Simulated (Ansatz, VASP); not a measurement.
**Ge: VASP beside Ansatz**

Contents of INCAR:

```
SYSTEM = Ge
PREC = Accurate
ENCUT = 520
EDIFF = 1E-6
ISMEAR = 0
SIGMA = 0.1
LREAL = .False.
LASPH = .True.
NELM = 100
ALGO = Normal
ISIF = 2
LWAVE = .False.
LCHARG = .False.
GGA = PS
NBANDS = 21
```

KPOINTS

```
regular mesh
0
Gamma
  14 14 14
  0 0 0
```

POSCAR

```
Ge
1.0
    0.0000000000      2.8659820333      2.8659820333
    2.8659820333      0.0000000000      2.8659820333
    2.8659820333      2.8659820333      0.0000000000
Ge
2
Direct
    0.0000000000      0.0000000000      0.0000000000
    0.2500000000      0.2500000000      0.2500000000
```

Input for Ansatz:

```yaml
crystal:
  lattice:
    - [0.0, 2.8659820336, 2.8659820336]
    - [2.8659820336, 0.0, 2.8659820336]
    - [2.8659820336, 2.8659820336, 0.0]
  atoms:
    - { symbol: Ge, position: [0.0, 0.0, 0.0] }
    - { symbol: Ge, position: [0.25, 0.25, 0.25] }
basis:
  ecutwfc: 420
kpoints:
  mp_grid: { grid: [14, 14, 14] }
hamiltonian:
  xc: pbesol
scf:
  occupations: { method: gaussian, width: 0.1 }
output:
  forces: true
  stress: true
  eigenvalues: true
```

Alike in both runs: task single point; functional PBEsol; k mesh 14 × 14 × 14; occupations gaussian, width 0.1 eV; no spin polarisation.

|  | VASP | Ansatz |
| --- | --- | --- |
| version | VASP 6.6.1 | Ansatz 0.2.0 |
| potentials or method | VASP PAW PBE potentials, release 64 (Ge_d), cutoff 520 eV | scalar-relativistic, plane waves, PAW |
| valence electrons in the cell | 28 | 28 |

Ansatz gave:

```
gap on the k mesh at the Fermi level (eV) : none
pressure (GPa)                            : -1.8
```

Task: Which values does VASP return?

Result: gap on the k mesh at the Fermi level (eV): none; pressure (GPa): -2.3.

VASP's potentials were made for PBE, not for PBEsol. A gap of «none» marks a metal or a gap that the smearing closes. The functional is the same, so the differences come from potentials, cutoffs and numerics.
